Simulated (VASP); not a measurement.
## AlRu: elastic constants with PBEsol

AlRu:

```
CELL_PARAMETERS angstrom
2.94718 0.00000 0.00000
0.00000 2.94718 0.00000
0.00000 0.00000 2.94718
ATOMIC_POSITIONS crystal
Al 0.00000 0.00000 0.00000
Ru 0.50000 0.50000 0.50000
```

```yaml
Program: VASP 6.6.1
Task: elastic constants
Functional: PBEsol
Potentials_or_basis: VASP PAW PBE potentials, release 64 (Al, Ru_pv)
Cutoff: 600 eV
k_mesh: 16 × 16 × 16
Occupations: fermi-dirac, width 0.08 eV
Spin: no spin polarisation
Dipole_correction: no
Ions_in_elastic_constants: relaxed
Further_INCAR_settings: ALGO = Normal; EDIFF = 1e-08; IBRION = 6; POTIM = 0.015; NSW = 1; ISIF = 3
```

The elastic constants C11, C12, C44 are 373, 179, 150 GPa and the voigt bulk modulus is 244 GPa. The highest phonon frequency at Γ, LO-TO splitting left out is 341 cm⁻¹.

Phonon frequencies in cm⁻¹ (negative: imaginary):
```tsv
q point	frequencies
(0.000, 0.000, 0.000)	0 0 0 341 341 341
```

Elastic tensor in Voigt notation (GPa, in the Cartesian axes of the cell as first typed):
```
373 179 179   0   0   0
179 373 179   0   0   0
179 179 373   0   0   0
  0   0   0 150   0   0
  0   0   0   0 150   0
  0   0   0   0   0 150
```

Clamped-ion elastic tensor (GPa):
```
373 179 179   0   0   0
179 373 179   0   0   0
179 179 373   0   0   0
  0   0   0 150   0   0
  0   0   0   0 150   0
  0   0   0   0   0 150
```

Wall time 11 min on 1 thread of Intel(R) Xeon(R) 6975P-C (Granite Rapids), on a shared host, peak memory 0.82 GiB.

Caveat: the cell is under stress, which shifts elastic constants; the PAW data sets were made with another functional, which shifts forces and pressure a little.
